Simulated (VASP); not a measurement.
# Sb (R-3m) in VASP: a series of runs, part 2 of 2

VASP 6.6.1.

### 4 Single point, B3LYP

Contents of POSCAR:

```
Sb
1.0
    2.1542000000      1.2437279499      3.7580000000
   -2.1542000000      1.2437279499      3.7580000000
    0.0000000000     -2.4874558998      3.7580000000
Sb
2
Direct
    0.7665100000      0.7665100000      0.7665100000
    0.2334900000      0.2334900000      0.2334900000
```

Contents of INCAR.step1:

```
SYSTEM = Sb
  ALGO = Normal
  EDIFF = 1E-5
  ENCUT = 520
  GGA = PE
  ISIF = 2
  ISMEAR = -1
  LASPH = .TRUE.
  LCHARG = .FALSE.
  LREAL = .FALSE.
  LWAVE = .TRUE.
  NBANDS = 12
  NELM = 100
  PREC = Accurate
  SIGMA = 0.05
```

Contents of INCAR.step2:

```
SYSTEM = Sb
  AEXX = 0.2
  AGGAC = 0.81
  AGGAX = 0.72
  ALDAC = 0.19
  ALGO = Normal
  EDIFF = 1E-6
  ENCUT = 520
  GGA = B3
  ISIF = 2
  ISMEAR = -1
  ISTART = 1
  LASPH = .TRUE.
  LCHARG = .FALSE.
  LHFCALC = .TRUE.
  LREAL = .FALSE.
  LWAVE = .FALSE.
  NBANDS = 12
  NELM = 100
  PREC = Accurate
  PRECFOCK = Normal
  SIGMA = 0.05
```

Contents of KPOINTS:

```
k-points
0
G
  4 4 4
  0 0 0
```

Potentials or basis: VASP PAW PBE potentials, release 64 (Sb).

Started as:

```sh
$ cat potpaw_PBE.64/Sb/POTCAR > POTCAR
$ cp INCAR.step1 INCAR
$ mpirun -np 1 vasp_std > vasp.out
$ cp INCAR.step2 INCAR
$ mpirun -np 1 vasp_std > vasp.out
```

OUTCAR:

```text
SYSTEM = Sb
   AEXX = 0.2
   EDIFF = 1E-6
   ENCUT = 520
   GGA = B3
   ISIF = 2
   ISMEAR = -1
   ISTART = 1
   LASPH = .TRUE.
   LHFCALC = .TRUE.
   LREAL = .FALSE.
   NELM = 100
   PREC = Accurate
   PRECFOCK = Normal

 ion  position               nearest neighbor table
   1  0.767  0.767  0.767-   2 2.91   2 2.91   2 2.91   2 3.35   2 3.35   2 3.35
   2  0.233  0.233  0.233-   1 2.91   1 2.91   1 2.91   1 3.35   1 3.35   1 3.35

  LATTYP: Found a trigonal (rhomboedric) cell.
 ALAT       =     4.5066618304
 COS(alpha) =     0.5430253624

  Lattice vectors:

 A1 = (   2.1542000000,   1.2437279499,   3.7580000000)
 A2 = (  -2.1542000000,   1.2437279499,   3.7580000000)
 A3 = (   0.0000000000,  -2.4874558998,   3.7580000000)

Analysis of symmetry for initial positions (statically):
=====================================================================
 Subroutine PRICEL returns:
 Original cell was already a primitive cell.

 Routine SETGRP: Setting up the symmetry group for a
 trigonal (rhombohedral) supercell.

 Subroutine GETGRP returns: Found 12 space group operations
 (whereof 12 operations were pure point group operations)
 out of a pool of 12 trial point group operations.

The static configuration has the point symmetry D_3d.

Analysis of symmetry for dynamics (positions and initial velocities):
=====================================================================
 Subroutine PRICEL returns:
 Original cell was already a primitive cell.

 Routine SETGRP: Setting up the symmetry group for a
 trigonal (rhombohedral) supercell.

 Subroutine GETGRP returns: Found 12 space group operations
 (whereof 12 operations were pure point group operations)
 out of a pool of 12 trial point group operations.

The dynamic configuration has the point symmetry D_3d.

 Subroutine INISYM returns: Found 12 space group operations
 (whereof 12 operations are pure point group operations),
 and found     1 'primitive' translations

----------------------------------------------------------------------------------------

                                     Primitive cell

  volume of cell :      60.4115

  direct lattice vectors                    reciprocal lattice vectors
     2.154200000  1.243727950  3.758000000     0.232104726  0.134005726  0.088699663
    -2.154200000  1.243727950  3.758000000    -0.232104726  0.134005726  0.088699663
     0.000000000 -2.487455900  3.758000000     0.000000000 -0.268011452  0.088699663

  length of vectors
     4.506661830  4.506661830  4.506661830     0.282307932  0.282307932  0.282307932

  position of ions in fractional coordinates (direct lattice)
     0.766510000  0.766510000  0.766510000
     0.233490000  0.233490000  0.233490000

  ion indices of the primitive-cell ions
   primitive index   ion index
                 1           1
                 2           2

----------------------------------------------------------------------------------------

 KPOINTS: k-points

Automatic generation of k-mesh.
 Grid dimensions read from file:
 generate k-points for:    4    4    4

 Generating k-lattice:

[... 36 lines left out ...]
   ions per type =               2
   NGX,Y,Z   is equivalent  to a cutoff of  13.28, 13.28, 13.28 a.u.
   NGXF,Y,Z  is equivalent  to a cutoff of  26.56, 26.56, 26.56 a.u.
 SYSTEM =  Sb
   PREC   = accura    normal or accurate (medium, high low for compatibility)
   ISTART =      1    job   : 0-new  1-cont  2-samecut
   ICHARG =      0    charge: 1-file 2-atom 10-const
   ISPIN  =      1    spin polarized calculation?
   LNONCOLLINEAR =      F non collinear calculations
   LSORBIT =      F    spin-orbit coupling
   LASPH  =      T    aspherical Exc in radial PAW
   ENCUT  =  520.0 eV  38.22 Ry    6.18 a.u.   8.38  8.38  8.38*2*pi/ulx,y,z
   NELM   =    100;   NELMIN=  2; NELMDL=  0     # of ELM steps
   EDIFF  = 0.1E-05   stopping-criterion for ELM
   LREAL  =      F    real-space projection
   EDIFFG = 0.1E-04   stopping-criterion for IOM
   NSW    =      0    number of steps for IOM
   IBRION =     -1    ionic relax: 0-MD 1-quasi-New 2-CG
   NFREE  =      0    steps in history (QN), initial steepest desc. (CG)
   ISIF   =      2    stress and relaxation
   ISYM   =      3    0-nonsym 1-usesym 2-fastsym
   POTIM  = 0.5000    time-step for ionic-motion
   TEBEG  =    0.0;   TEEND  =   0.0 temperature during run
   PSTRESS=    0.0 pullay stress
   NELECT =      10.0000    total number of electrons
   NUPDOWN=      -1.0000    fix difference up-down
   EMIN   =  10.00;   EMAX   =-10.00  energy-range for DOS
   EFERMI =   0.00;   METHOD = LEGACY
   ISMEAR =    -1;   SIGMA  =   0.05  broadening in eV -4-tet -1-fermi 0-gaus
   EFERMI_NEDOS =   21; number of points for ismear=-14 and -15
   IALGO  =     38    algorithm
   IMIX   =      1    mixing-type and parameters
     AMIX     =   0.40;   BMIX     =  1.00
     AMIX_MAG =   1.60;   BMIX_MAG =  1.00
  volume/ion in A,a.u.               =      30.21       203.84
  Fermi-wavevector in a.u.,A,eV,Ry     =   0.898880  1.698637 10.993305  0.807985
  Thomas-Fermi vector in A             =   2.021644
   LORBIT       =      0    0 simple, 1 ext, 2 COOP (PROOUT), +10 PAW based schemes
   GGA     = B3    functional components
   LHFCALC =     T    Hartree Fock is set to
   PRECFOCK=normal    Normal, Fast or Accurate (Low or Medium for compatibility)
   ENCUT4O =  -1.0   cutoff for four orbital integrals eV
   NKREDX  =     1    reduce k-point grid by
   NKREDY  =     1    reduce k-point grid by
   NKREDZ  =     1    reduce k-point grid by
   AEXX    =    0.2000 exact exchange contribution
   HFSCREEN=    0.0000 screening length (either q_TF or 0.3 A-1)
   HFSCREENC=   0.0000 screening length for correlation (either q_TF or 0.3 A-1)
   ENCUTFOCK=  -1.0 apply spherical cutoff to Coloumb kernel
   IVDW    =     0    specifies the selected vdW correction
   LEPSILON=     F    determine dielectric tensor
   LRPA    =     F    only Hartree local field effects (RPA)
 non-spin polarized calculation
  energy-cutoff  :      520.00
  volume of cell :       60.41
 maximum number of plane-waves:      1636
 NGX is ok and might be reduce to    36
  NGX = 28; NGY = 28; NGZ = 28

 number of electron      10.0000000 magnetization

 Free energy of the ion-electron system (eV)
  ---------------------------------------------------
  ext. energy  EPLUGINS =         0.00000000
  ---------------------------------------------------
  free energy    TOTEN  =        -9.34275893 eV

  energy without entropy =       -9.34274341  energy(sigma->0) =       -9.34275117

 E-fermi :   7.2771     XC(G=0):  -7.4993

 val. band max:        6.8851932282   @ k =   0.5000   0.5000   0.5000
 cond. band min:       7.7104200111   @ k =   0.5000  -0.0000   0.0000
 fundamental gap:      0.8252267829
 Fermi energy:         7.2771217214

 k-point     1 :       0.0000    0.0000    0.0000
  band No.  band energies     occupation
      1      -6.8018      2.00000
      2       1.8614      2.00000
      3       4.7604      2.00000
      4       5.0465      2.00000
      5       5.0465      2.00000
      6      10.1148      0.00000
      7      10.7743      0.00000
      8      10.7743      0.00000
      9      13.4087      0.00000
     10      13.4087      0.00000
     11      13.5707      0.00000
     12      15.2191      0.00000
[... 166 lines left out ...]
 k-point    13 :       0.5000    0.5000    0.5000
  band No.  band energies     occupation
      1      -5.1508      2.00000
      2      -2.7651      2.00000
      3       5.6128      2.00000
      4       5.6128      2.00000
      5       6.8852      1.99921
      6       7.9404      0.00000
      7       7.9404      0.00000
      8       8.9282      0.00000
      9      15.5029      0.00000
     10      17.0626      0.00000
     11      17.0626      0.00000
     12      17.6767      0.00000

------------------------ aborting loop because EDIFF is reached ----------------------------------------

  FORCE on cell =-STRESS in cart. coord.  units (eV):
  Direction    XX          YY          ZZ          XY          YZ          ZX
  --------------------------------------------------------------------------------------
  -------------------------------------------------------------------------------------
  Total        1.6597818      1.6597818      1.4446868      0.0000000      0.0000000      0.0000000
  in kB       44.0192006     44.0192006     38.3146496      0.0000000      0.0000000      0.0000000
  external PRESSURE =      42.1176836 kB  Pullay stress =       0.0000000 kB

 VOLUME and BASIS-vectors are now :
 -----------------------------------------------------------------------------
  energy-cutoff  :      520.00
  volume of cell :       60.41
      direct lattice vectors                 reciprocal lattice vectors
     2.154200000  1.243727950  3.758000000     0.232104726  0.134005726  0.088699663
    -2.154200000  1.243727950  3.758000000    -0.232104726  0.134005726  0.088699663
     0.000000000 -2.487455900  3.758000000     0.000000000 -0.268011452  0.088699663

 POSITION                                       TOTAL-FORCE (eV/Angst)
 -----------------------------------------------------------------------------------
      0.00000      0.00000      8.64163         0.000000     -0.000000      0.374205
      0.00000      0.00000      2.63237         0.000000      0.000000     -0.374205
 -----------------------------------------------------------------------------------
    total drift:                                0.000000      0.000000      0.000000

  FREE ENERGIE OF THE ION-ELECTRON SYSTEM (eV)
  ---------------------------------------------------
  free  energy   TOTEN  =        -9.3427589320 eV

  energy  without entropy=       -9.3427434132  energy(sigma->0) =       -9.34275117
```

Run time: 16 min. Hardware: 1 thread of Intel Xeon 8259CL, shared host; peak memory 0.21 GiB.

Results:

```
Free energy            : -9.3428 eV
Pressure               : 4.2 GPa
Largest force          : 0.374 eV/Å
Band gap on the k mesh : 0.83 eV (least direct gap 0.94 eV)
```

Forces on the atoms (eV/Å):
```
Sb   0.000  0.000  0.374
Sb   0.000  0.000 -0.374
```

Caveat: the k points lie up to 0.44 Å⁻¹ apart; the PAW data sets were made with another functional, which shifts forces and pressure a little; spin-orbit coupling is left out, which moves the levels of the heavy elements. A k mesh can miss the band edges.

### 5 Single point, r2SCAN0

POSCAR is that of step 4.

Contents of INCAR.step1:

```
SYSTEM = Sb
ALGO = Normal
EDIFF = 1E-5
ENCUT = 520
GGA = PE
ISIF = 2
ISMEAR = -1
LASPH = .True.
LCHARG = .False.
LREAL = .False.
LWAVE = .True.
NBANDS = 12
NELM = 60
PREC = Accurate
SIGMA = 0.05
```

Contents of INCAR.step2:

```
SYSTEM = Sb
AEXX = 0.25
ALGO = Normal
EDIFF = 1E-6
ENCUT = 520
ISIF = 2
ISMEAR = -1
ISTART = 1
LASPH = .True.
LCHARG = .False.
LHFCALC = .True.
LMIXTAU = .True.
LREAL = .False.
LWAVE = .False.
METAGGA = R2SCAN
NBANDS = 12
NELM = 60
PREC = Accurate
PRECFOCK = Normal
SIGMA = 0.05
```

Contents of KPOINTS:

```
k-points
0
Gamma
  4 4 4
  0 0 0
```

Potentials or basis: VASP PAW PBE potentials, release 64 (Sb).

Started as:

```sh
$ cat potpaw_PBE.64/Sb/POTCAR > POTCAR
$ cp INCAR.step1 INCAR
$ mpirun -np 1 vasp_std > vasp.out
$ cp INCAR.step2 INCAR
$ mpirun -np 1 vasp_std > vasp.out
```

OUTCAR:

```text
SYSTEM = Sb
   AEXX = 0.25
   EDIFF = 1E-6
   ENCUT = 520
   ISIF = 2
   ISMEAR = -1
   ISTART = 1
   LASPH = .True.
   LHFCALC = .True.
   LREAL = .False.
   METAGGA = R2SCAN
   NELM = 60
   PREC = Accurate
   PRECFOCK = Normal

 ion  position               nearest neighbor table
   1  0.767  0.767  0.767-   2 2.91   2 2.91   2 2.91   2 3.35   2 3.35   2 3.35
   2  0.233  0.233  0.233-   1 2.91   1 2.91   1 2.91   1 3.35   1 3.35   1 3.35

  LATTYP: Found a trigonal (rhomboedric) cell.
 ALAT       =     4.5066618304
 COS(alpha) =     0.5430253624

  Lattice vectors:

 A1 = (   2.1542000000,   1.2437279499,   3.7580000000)
 A2 = (  -2.1542000000,   1.2437279499,   3.7580000000)
 A3 = (   0.0000000000,  -2.4874558998,   3.7580000000)

Analysis of symmetry for initial positions (statically):
=====================================================================
 Subroutine PRICEL returns:
 Original cell was already a primitive cell.

 Routine SETGRP: Setting up the symmetry group for a
 trigonal (rhombohedral) supercell.

 Subroutine GETGRP returns: Found 12 space group operations
 (whereof 12 operations were pure point group operations)
 out of a pool of 12 trial point group operations.

The static configuration has the point symmetry D_3d.

Analysis of symmetry for dynamics (positions and initial velocities):
=====================================================================
 Subroutine PRICEL returns:
 Original cell was already a primitive cell.

 Routine SETGRP: Setting up the symmetry group for a
 trigonal (rhombohedral) supercell.

 Subroutine GETGRP returns: Found 12 space group operations
 (whereof 12 operations were pure point group operations)
 out of a pool of 12 trial point group operations.

The dynamic configuration has the point symmetry D_3d.

 Subroutine INISYM returns: Found 12 space group operations
 (whereof 12 operations are pure point group operations),
 and found     1 'primitive' translations

[... 118 lines left out ...]
   IVDW    =     0    specifies the selected vdW correction
   LEPSILON=     F    determine dielectric tensor
   LRPA    =     F    only Hartree local field effects (RPA)
 non-spin polarized calculation
  energy-cutoff  :      520.00
  volume of cell :       60.41
 maximum number of plane-waves:      1636
 NGX is ok and might be reduce to    36
  NGX = 28; NGY = 28; NGZ = 28

 number of electron      10.0000000 magnetization

 Free energy of the ion-electron system (eV)
  ---------------------------------------------------
  ext. energy  EPLUGINS =         0.00000000
  ---------------------------------------------------
  free energy    TOTEN  =       -43.89316954 eV

  energy without entropy =      -43.89316471  energy(sigma->0) =      -43.89316712

 E-fermi :   7.0013     XC(G=0):  -7.8477

 val. band max:        6.5593409191   @ k =   0.5000   0.5000   0.5000
 cond. band min:       7.4993641301   @ k =   0.5000  -0.0000   0.0000
 fundamental gap:      0.9400232111
 Fermi energy:         7.0012815942

 k-point     1 :       0.0000    0.0000    0.0000
  band No.  band energies     occupation
      1      -7.9095      2.00000
      2       1.5086      2.00000
      3       4.1455      2.00000
      4       4.4655      2.00000
      5       4.4655      2.00000
      6       9.9244      0.00000
      7      10.6796      0.00000
      8      10.6796      0.00000
      9      13.2780      0.00000
     10      13.2780      0.00000
     11      13.5057      0.00000
     12      15.0386      0.00000
[... 166 lines left out ...]
 k-point    13 :       0.5000    0.5000    0.5000
  band No.  band energies     occupation
      1      -6.1381      2.00000
      2      -3.6512      2.00000
      3       5.0572      2.00000
      4       5.0572      2.00000
      5       6.5593      1.99971
      6       7.6393      0.00001
      7       7.6393      0.00001
      8       8.7528      0.00000
      9      15.5280      0.00000
     10      17.0518      0.00000
     11      17.0518      0.00000
     12      17.8076      0.00000

------------------------ aborting loop because EDIFF is reached ----------------------------------------

  FORCE on cell =-STRESS in cart. coord.  units (eV):
  Direction    XX          YY          ZZ          XY          YZ          ZX
  --------------------------------------------------------------------------------------
  -------------------------------------------------------------------------------------
  Total       -0.2450383     -0.2450383     -0.3493645      0.0000000      0.0000000      0.0000000
  in kB       -6.4986788     -6.4986788     -9.2655217      0.0000000      0.0000000      0.0000000
  external PRESSURE =      -7.4209598 kB  Pullay stress =       0.0000000 kB

 VOLUME and BASIS-vectors are now :
 -----------------------------------------------------------------------------
  energy-cutoff  :      520.00
  volume of cell :       60.41
      direct lattice vectors                 reciprocal lattice vectors
     2.154200000  1.243727950  3.758000000     0.232104726  0.134005726  0.088699663
    -2.154200000  1.243727950  3.758000000    -0.232104726  0.134005726  0.088699663
     0.000000000 -2.487455900  3.758000000     0.000000000 -0.268011452  0.088699663

 POSITION                                       TOTAL-FORCE (eV/Angst)
 -----------------------------------------------------------------------------------
      0.00000      0.00000      8.64163         0.000000     -0.000000      0.573178
      0.00000      0.00000      2.63237         0.000000      0.000000     -0.573178
 -----------------------------------------------------------------------------------
    total drift:                                0.000000      0.000000     -0.000000

  FREE ENERGIE OF THE ION-ELECTRON SYSTEM (eV)
  ---------------------------------------------------
  free  energy   TOTEN  =       -43.8931695369 eV

  energy  without entropy=      -43.8931647053  energy(sigma->0) =      -43.89316712
```

Run time: 22 min. Hardware: 1 thread of Intel Xeon 8259CL, shared host; peak memory 0.22 GiB.

What came out:

* Free energy: -43.8932 eV
* Pressure: -0.7 GPa
* Largest force: 0.573 eV/Å
* Band gap on the k mesh: 0.94 eV (least direct gap 1.08 eV)

Forces on the atoms (eV/Å):
```
Sb   0.000  0.000  0.573
Sb   0.000  0.000 -0.573
```

Caveat: the k points lie up to 0.44 Å⁻¹ apart; the PAW data sets were made with another functional, which shifts forces and pressure a little; spin-orbit coupling is left out, which moves the levels of the heavy elements. A k mesh can miss the band edges.

### 6 Single point, r2SCANh

POSCAR is that of step 5.

Contents of INCAR.step1:

```
SYSTEM = Sb
  PREC = Accurate
  ENCUT = 520
  EDIFF = 1E-5
  ISMEAR = -1
  SIGMA = 0.05
  LREAL = .FALSE.
  LASPH = .TRUE.
  NELM = 80
  ALGO = Normal
  ISIF = 2
  LWAVE = .TRUE.
  LCHARG = .FALSE.
  NBANDS = 12
  GGA = PE
```

Contents of INCAR.step2:

```
SYSTEM = Sb
  PREC = Accurate
  ENCUT = 520
  EDIFF = 1E-6
  ISMEAR = -1
  SIGMA = 0.05
  LREAL = .FALSE.
  LASPH = .TRUE.
  NELM = 80
  ALGO = Normal
  ISIF = 2
  LWAVE = .FALSE.
  LCHARG = .FALSE.
  METAGGA = R2SCAN
  LHFCALC = .TRUE.
  AEXX = 0.1
  LMIXTAU = .TRUE.
  PRECFOCK = Normal
  NBANDS = 12
  ISTART = 1
```

Contents of KPOINTS:

```
regular mesh
0
G
  4 4 4
  0 0 0
```

Potentials or basis: VASP PAW PBE potentials, release 64 (Sb).

Started as:

```sh
$ cat potpaw_PBE.64/Sb/POTCAR > POTCAR
$ cp INCAR.step1 INCAR
$ mpirun -np 1 vasp_std > vasp.out
$ cp INCAR.step2 INCAR
$ mpirun -np 1 vasp_std > vasp.out
```

Wall time 18 min (1 thread of Intel Xeon 8259CL, shared host); peak memory 0.22 GiB.

Results (log left out):

```yaml
Free_energy: -48.3261 eV
Pressure: 1.0 GPa
Largest_force: 0.315 eV/Å
```

Forces in eV/Å, atoms in the order of the input:
```
Sb   0.000  0.000  0.315
Sb   0.000  0.000 -0.315
```

Stress tensor (GPa, compression positive):
```
1.20 0.00 0.00
0.00 1.20 0.00
0.00 0.00 0.47
```

Levels at points of the mesh, in eV from the Fermi level:
```tsv
k point	band 2	band 3	band 4	band 5	band 6	band 7	band 8	band 9
(0.00, 0.00, 0.00)	-4.96	-2.38	-2.08	-2.08	2.60	3.28	3.28	5.88
(0.50, 0.00, 0.00)	-10.48	-2.22	-2.09	-0.37	0.28	0.69	0.86	8.65
(0.50, 0.50, 0.00)	-8.63	-5.96	-4.20	-4.09	2.11	5.75	6.41	7.96
(0.50, 0.50, 0.50)	-9.78	-1.52	-1.52	-0.24	0.43	0.43	1.59	8.05
```

Caveat: the k points lie up to 0.44 Å⁻¹ apart; the PAW data sets were made with another functional, which shifts forces and pressure a little; spin-orbit coupling is left out, which moves the levels of the heavy elements.

### 7 Summary

```csv
level,share of exact exchange,screening parameter,gap on the mesh (eV),pressure (GPa),largest force (eV/Å)
PBE-based screened hybrid with 40 % exact exchange,0.4,0.2 1/Å,-,-2.7,0.76
PBE-based screened hybrid with 50 % exact exchange,0.5,0.2 1/Å,-,-4.8,1.07
B3LYP,0.2,-,0.83,4.2,0.37
r2SCAN0,0.25,-,0.94,-0.7,0.57
r2SCANh,0.1,-,-,1.0,0.31
```

Alike in all rows: task single point; potentials or basis VASP PAW PBE potentials, release 64 (Sb); no spin polarisation; cell as given; k mesh 4 × 4 × 4; cutoff (eV) 520; smearing fermi-dirac 0.05 eV.

Caveats: all runs use coarse meshes; the PAW data sets were made with another functional, which shifts forces and pressure a little; spin-orbit coupling is left out, which moves the levels of the heavy elements.

Total energies depend on the potentials used, so only differences within one code and one set of settings carry meaning.
